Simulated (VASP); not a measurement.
# CoSi2 (Fm-3m) in VASP: settings compared

CoSi2 is run at these levels: PBE, revPBE; tasks: single point.

Everything below comes from runs of VASP 6.6.1. Logs are shortened: lines on timing, memory, paths and dates and some standing lists are left out, and cuts for length are marked.

### Step 1. The cell of the first run

The structure is cubic, space group Fm-3m (No. 225). Conventional cell: a = 5.356 Å, b = 5.356 Å, c = 5.356 Å, α = 90.00°, β = 90.00°, γ = 90.00°. Within 3.1 Å of Co (site symmetry m-3m) lie 8 Si at 2.32 Å. Within 3.1 Å of Si (site symmetry -43m) lie 4 Co at 2.32 Å and 6 Si at 2.68 Å.

### Step 2. Single point, PBE, collinear spin, ferromagnetic start

INCAR reads:

```
PREC = Accurate ; ENCUT = 520
EDIFF = 1E-7 ; ISMEAR = -1
SIGMA = 0.05 ; LREAL = F
LASPH = T ; NELM = 150
ALGO = Normal ; ISIF = 2
LWAVE = F ; LCHARG = F
ISPIN = 2 ; MAGMOM = 2 0 0
LORBIT = 11 ; LMAXMIX = 4
GGA = PE ; NBANDS = 20
```

KPOINTS reads:

```
regular mesh
0
Gamma
  9 9 9
```

POSCAR reads:

```
CoSi2
1.0
    0.0000000000      2.6780000000      2.6780000000
    2.6780000000      0.0000000000      2.6780000000
    2.6780000000      2.6780000000      0.0000000000
Co Si
1 2
Direct
    0.0000000000      0.0000000000      0.0000000000
    0.7500000000      0.7500000000      0.7500000000
    0.2500000000      0.2500000000      0.2500000000
```

Potentials or basis: VASP PAW PBE potentials, release 64 (Co, Si).

Started as:

```bash
$ cat potpaw_PBE.64/Co/POTCAR potpaw_PBE.64/Si/POTCAR > POTCAR
$ mpirun -np 1 vasp_std > vasp.out
```

OUTCAR:

```text
PREC = Accurate
   ENCUT = 520
   EDIFF = 1E-7
   ISMEAR = -1
   LREAL = F
   LASPH = T
   NELM = 150
   ISIF = 2
   ISPIN = 2
   LORBIT = 11
   GGA = PE

 ion  position               nearest neighbor table
   1  0.000  0.000  0.000-   2 2.32   3 2.32   2 2.32   2 2.32   3 2.32   2 2.32   3 2.32   3 2.32

   2  0.750  0.750  0.750-   1 2.32   1 2.32   1 2.32   1 2.32   3 2.68   3 2.68   3 2.68   3 2.68
                             3 2.68   3 2.68
   3  0.250  0.250  0.250-   1 2.32   1 2.32   1 2.32   1 2.32   2 2.68   2 2.68   2 2.68   2 2.68
                             2 2.68   2 2.68

  LATTYP: Found a face centered cubic cell.
 ALAT       =     5.3560000000

  Lattice vectors:

 A1 = (   0.0000000000,   2.6780000000,   2.6780000000)
 A2 = (   2.6780000000,   0.0000000000,   2.6780000000)
 A3 = (   2.6780000000,   2.6780000000,   0.0000000000)

Analysis of symmetry for initial positions (statically):
=====================================================================
 Subroutine PRICEL returns:
 Original cell was already a primitive cell.

 Routine SETGRP: Setting up the symmetry group for a
 face centered cubic supercell.

 Subroutine GETGRP returns: Found 48 space group operations
 (whereof 48 operations were pure point group operations)
 out of a pool of 48 trial point group operations.

The static configuration has the point symmetry O_h .

Analysis of symmetry for dynamics (positions and initial velocities):
=====================================================================
 Subroutine PRICEL returns:
 Original cell was already a primitive cell.

 Routine SETGRP: Setting up the symmetry group for a
 face centered cubic supercell.

 Subroutine GETGRP returns: Found 48 space group operations
 (whereof 48 operations were pure point group operations)
 out of a pool of 48 trial point group operations.

The dynamic configuration has the point symmetry O_h .

Analysis of structural, dynamic, and magnetic symmetry:
=====================================================================
 Subroutine PRICEL returns:
 Original cell was already a primitive cell.

 Routine SETGRP: Setting up the symmetry group for a
 face centered cubic supercell.

 Subroutine GETGRP returns: Found 48 space group operations
 (whereof 48 operations were pure point group operations)
 out of a pool of 48 trial point group operations.

The overall configuration has the point symmetry O_h .

 Subroutine INISYM returns: Found 48 space group operations
 (whereof 48 operations are pure point group operations),
 and found     1 'primitive' translations
[... 122 lines left out ...]
   GGA     = PE    functional components
   LHFCALC =     F    Hartree Fock is set to
   AEXX    =    0.0000 exact exchange contribution
   IVDW    =     0    specifies the selected vdW correction
   LEPSILON=     F    determine dielectric tensor
   LRPA    =     F    only Hartree local field effects (RPA)
 spin polarized calculation
  energy-cutoff  :      520.00
  volume of cell :       38.41
 maximum number of plane-waves:      1044
   NGX = 15   NGY = 15   NGZ = 15

 number of electron      16.9999995 magnetization       0.0000308

 number of electron      16.9999995 magnetization      -0.0000118

 Free energy of the ion-electron system (eV)
  ---------------------------------------------------
  ext. energy  EPLUGINS =         0.00000000
  ---------------------------------------------------
  free energy    TOTEN  =       -19.29501369 eV

  energy without entropy =      -19.28491742  energy(sigma->0) =      -19.28996556

 E-fermi :  10.0621     XC(G=0): -11.7462

 val. band max:       10.0415477050   @ k =  -0.2222   0.1111   0.0000
 cond. band min:      10.0870429970   @ k =   0.3333   0.1111   0.0000
 fundamental gap:      0.0454952919
 Fermi energy:        10.0620676842

 spin component 1

 k-point     1 :       0.0000    0.0000    0.0000
  band No.  band energies     occupation
      1      -3.0318      1.00000
      2       6.0175      1.00000
      3       6.0175      1.00000
      4       6.0175      1.00000
      5       8.1892      1.00000
      6       8.1892      1.00000
[... 541 lines left out ...]
     19      25.1449      0.00000
     20      25.1449      0.00000

 [... further k-points ...]

 spin component 2

 k-point     1 :       0.0000    0.0000    0.0000
  band No.  band energies     occupation
      1      -3.0318      1.00000
      2       6.0175      1.00000
      3       6.0175      1.00000
      4       6.0175      1.00000
      5       8.1892      1.00000
      6       8.1892      1.00000
[... 541 lines left out ...]
     19      25.1449      0.00000
     20      25.1449      0.00000

 [... further k-points ...]

------------------------ aborting loop because EDIFF is reached ----------------------------------------

  FORCE on cell =-STRESS in cart. coord.  units (eV):
  Direction    XX          YY          ZZ          XY          YZ          ZX
  --------------------------------------------------------------------------------------
  -------------------------------------------------------------------------------------
  Total        0.0758338      0.0758338      0.0758338     -0.0000000     -0.0000000     -0.0000000
  in kB        3.1630899      3.1630899      3.1630899     -0.0000000     -0.0000000     -0.0000000
  external PRESSURE =       3.1630899 kB  Pullay stress =       0.0000000 kB

 VOLUME and BASIS-vectors are now :
 -----------------------------------------------------------------------------
  energy-cutoff  :      520.00
  volume of cell :       38.41
      direct lattice vectors                 reciprocal lattice vectors
     0.000000000  2.678000000  2.678000000    -0.186706497  0.186706497  0.186706497
     2.678000000  0.000000000  2.678000000     0.186706497 -0.186706497  0.186706497
     2.678000000  2.678000000  0.000000000     0.186706497  0.186706497 -0.186706497

 POSITION                                       TOTAL-FORCE (eV/Angst)
 -----------------------------------------------------------------------------------
      0.00000      0.00000      0.00000        -0.000000     -0.000000     -0.000000
      4.01700      4.01700      4.01700         0.000000     -0.000000     -0.000000
      1.33900      1.33900      1.33900        -0.000000      0.000000      0.000000
 -----------------------------------------------------------------------------------
    total drift:                               -0.000000     -0.000000      0.000000

  FREE ENERGIE OF THE ION-ELECTRON SYSTEM (eV)
  ---------------------------------------------------
  free  energy   TOTEN  =       -19.2950136893 eV

  energy  without entropy=      -19.2849174237  energy(sigma->0) =      -19.28996556

 total charge

# of ion       s       p       d       tot
------------------------------------------
    1        0.540   0.719   7.596   8.855
    2        0.718   0.873   0.000   1.590
    3        0.718   0.873   0.000   1.590
--------------------------------------------------
tot          1.975   2.465   7.596  12.036

 magnetization (x)

# of ion       s       p       d       tot
------------------------------------------
    1       -0.000  -0.000  -0.000  -0.000
    2        0.000   0.000   0.000   0.000
    3        0.000   0.000   0.000   0.000
--------------------------------------------------
tot          0.000  -0.000  -0.000  -0.000
```

OSZICAR:

```text
N       E                     dE             d eps       ncg     rms          rms(c)
DAV:   1     0.678180658589E+02    0.67818E+02   -0.67312E+03  2832   0.828E+02
DAV:   2    -0.158679744004E+02   -0.83686E+02   -0.73430E+02  2968   0.185E+02
DAV:   3    -0.203000034724E+02   -0.44320E+01   -0.42836E+01  3372   0.451E+01
DAV:   4    -0.203750430080E+02   -0.75040E-01   -0.74879E-01  3252   0.533E+00
DAV:   5    -0.203772110959E+02   -0.21681E-02   -0.21678E-02  3452   0.952E-01    0.162E+01
DAV:   6    -0.250659508696E+02   -0.46887E+01   -0.18264E+01  3116   0.861E+01    0.194E+01
DAV:   7    -0.193244220025E+02    0.57415E+01   -0.91501E+00  3432   0.671E+01    0.331E+00
DAV:   8    -0.193251460650E+02   -0.72406E-03   -0.55303E-01  3448   0.469E+00    0.203E+00
DAV:   9    -0.192945877392E+02    0.30558E-01   -0.65524E-02  3420   0.390E+00    0.793E-01
DAV:  10    -0.192949014486E+02   -0.31371E-03   -0.28900E-03  3696   0.434E-01    0.324E-01
DAV:  11    -0.192948896675E+02    0.11781E-04   -0.74854E-04  3484   0.354E-01    0.116E-01
DAV:  12    -0.192950092422E+02   -0.11957E-03   -0.25264E-04  3248   0.160E-01    0.511E-02
DAV:  13    -0.192950114676E+02   -0.22254E-05   -0.22850E-05  3444   0.449E-02    0.132E-02
DAV:  14    -0.192950131018E+02   -0.16342E-05   -0.24287E-06  3288   0.151E-02    0.443E-03
DAV:  15    -0.192950138896E+02   -0.78785E-06   -0.15143E-06  3152   0.658E-03    0.544E-03
DAV:  16    -0.192950136398E+02    0.24980E-06   -0.97953E-08  2948   0.249E-03    0.115E-03
DAV:  17    -0.192950136893E+02   -0.49478E-07   -0.10456E-08  1804   0.108E-03
   1 F= -.19295014E+02 E0= -.19289966E+02  d E =-.100963E-01  mag=     0.0000
```

stdout:

```text
POSCAR found type information on POSCAR CoSi
 POSCAR found :  2 types and       3 ions
 scaLAPACK will be used
 LDA part: xc-table for (Slater+PW92), standard interpolation
 POSCAR, INCAR and KPOINTS ok, starting setup
 FFT: planning ... GRIDC
 FFT: planning ... GRID_SOFT
 FFT: planning ... GRID
 WAVECAR not read
 entering main loop
```

It took 32 s on 1 thread of Intel Xeon 6975P-C (Granite Rapids), shared host; peak memory 0.18 GiB.

Results:

```
Free energy                                           : -19.2950 eV
Pressure                                              : 0.3 GPa
Net moment                                            : 0.00 μB per cell
Valence electrons inside the program's atomic spheres : Co 8.86; Si 1.59
```

Levels at points of the mesh, in eV from the Fermi level:
Spin up:
```
           k point  band 5  band 6  band 7  band 8  band 9  band 10  band 11  band 12  band 13  band 14
(0.00, 0.00, 0.00)   -1.87   -1.87    0.79    3.44    3.44     3.44     3.48     3.48     3.48     5.70
```
Spin down:
```tsv
k point	band 7	band 8	band 9	band 10	band 11	band 12
(0.00, 0.00, 0.00)	0.79	3.44	3.44	3.44	3.48	3.48
```

Caveat: the starting moments collapsed, and a magnetic state may lie lower.

### Step 3. Single point, revPBE, collinear spin, ferromagnetic start

INCAR reads:

```
SYSTEM = CoSi2
PREC = Accurate
ENCUT = 520
EDIFF = 1E-6
ISMEAR = -1
SIGMA = 0.05
LREAL = .FALSE.
LASPH = .TRUE.
NELM = 150
ALGO = Normal
ISIF = 2
LWAVE = .FALSE.
LCHARG = .TRUE.
ISPIN = 2
MAGMOM = 2 0 0
LORBIT = 11
LMAXMIX = 4
GGA = RE
LELF = .TRUE.
LVHAR = .TRUE.
NBANDS = 20
```

KPOINTS reads:

```
Automatic mesh
0
G
  9 9 9
  0 0 0
```

POSCAR is that of step 2.

Potentials or basis: VASP PAW PBE potentials, release 64 (Co, Si).

Started as:

```bash
$ cat potpaw_PBE.64/Co/POTCAR potpaw_PBE.64/Si/POTCAR > POTCAR
$ mpirun -np 1 vasp_std > vasp.out
```

Run time: 57 s. Hardware: 1 thread of Intel Xeon 6975P-C, shared host; peak memory 0.2 GiB.

It converged, with:

| Quantity | Value |
| --- | --- |
| Free energy | -18.3665 eV |
| Pressure | 2.2 GPa |
| Net moment | 0.00 μB per cell |
| Valence electrons inside the program's atomic spheres | Co 8.86; Si 1.59 |

Levels at points of the mesh, in eV from the Fermi level:
Spin up:
```tsv
k point	band 5	band 6	band 7	band 8	band 9	band 10	band 11	band 12	band 13	band 14
(0.00, 0.00, 0.00)	-1.88	-1.88	0.86	3.44	3.44	3.44	3.46	3.46	3.46	5.72
```
Spin down:
| k point | band 5 | band 6 | band 7 | band 8 | band 9 | band 10 | band 11 | band 12 | band 13 | band 14 |
| --- | --- | --- | --- | --- | --- | --- | --- | --- | --- | --- |
| (0.00, 0.00, 0.00) | -1.88 | -1.88 | 0.86 | 3.44 | 3.44 | 3.44 | 3.46 | 3.46 | 3.46 | 5.72 |

Caveat: the starting moments collapsed, and a magnetic state may lie lower; the PAW data sets were made with another functional, which shifts forces and pressure a little.
